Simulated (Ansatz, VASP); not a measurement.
## Au: VASP beside Ansatz

```
Au
1.0
    -1.65727    1.65727    1.65727
     1.65727   -1.65727    1.65727
     1.65727    1.65727   -1.65727
Au
1
Direct
  0.00000 0.00000 0.00000
```

Alike in both runs: task single point; functional PBE; k mesh 11 × 11 × 11; occupations fermi-dirac, width 0.05 eV; no spin polarisation.

|  | VASP | Ansatz |
| --- | --- | --- |
| version | VASP 6.6.1 | Ansatz 0.2.0 |
| potentials or method | VASP PAW PBE potentials, release 64 (Au), cutoff 520 eV | all-electron LAPW, scalar-relativistic |

Ansatz gave:

```
gap on the k mesh at the Fermi level (eV) : none
pressure (GPa)                            : -0.9
```

Question: Which values does VASP return?

Answer: gap on the k mesh at the Fermi level (eV): none; pressure (GPa): -1.1.

A gap of «none» marks a metal or a gap that the smearing closes. Ansatz ran all-electron here, and VASP with PAW potentials.

Spin-orbit coupling is off throughout.
